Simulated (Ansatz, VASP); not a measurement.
# MoN2 in VASP and in Ansatz

```xyz
6
Lattice="4.5743 0.0000 0.0000 0.0000 4.5743 0.0000 0.0000 0.0000 2.4693" Properties=species:S:1:pos:R:3 pbc="T T T"
Mo    2.2871    2.2871    0.0000
Mo    0.0000    0.0000    0.0000
N     4.0615    1.7744    1.2347
N     0.5128    2.7999    1.2347
N     1.7744    0.5128    1.2347
N     2.7999    4.0615    1.2347
```

Alike in both runs: task single point; functional PBE; k mesh 12 × 12 × 20; occupations gaussian, width 0.15 eV; no spin polarisation.

```csv
,VASP,Ansatz
version,VASP 6.6.1,Ansatz 0.2.0
potentials or method,"VASP PAW PBE potentials, release 64 (Mo_sv, N), cutoff 520 eV","scalar-relativistic, plane waves, PAW"
valence electrons in the cell,48,48
```

Ansatz gave:

```
gap on the k mesh at the Fermi level (eV)                     : none
pressure (GPa)                                                : 5.7
traceless stress, the component that is largest in VASP (GPa) : 64.97
rms of the force components (eV/Å)                            : 0.633
```

Problem. Which values does VASP return?

Solution. gap on the k mesh at the Fermi level (eV): none; pressure (GPa): 6.3; traceless stress, the component that is largest in VASP (GPa): 65.05; rms of the force components (eV/Å): 0.609.

Atom by atom the forces differ by 0.024 eV/Å (rms over components). A gap of «none» marks a metal or a gap that the smearing closes.
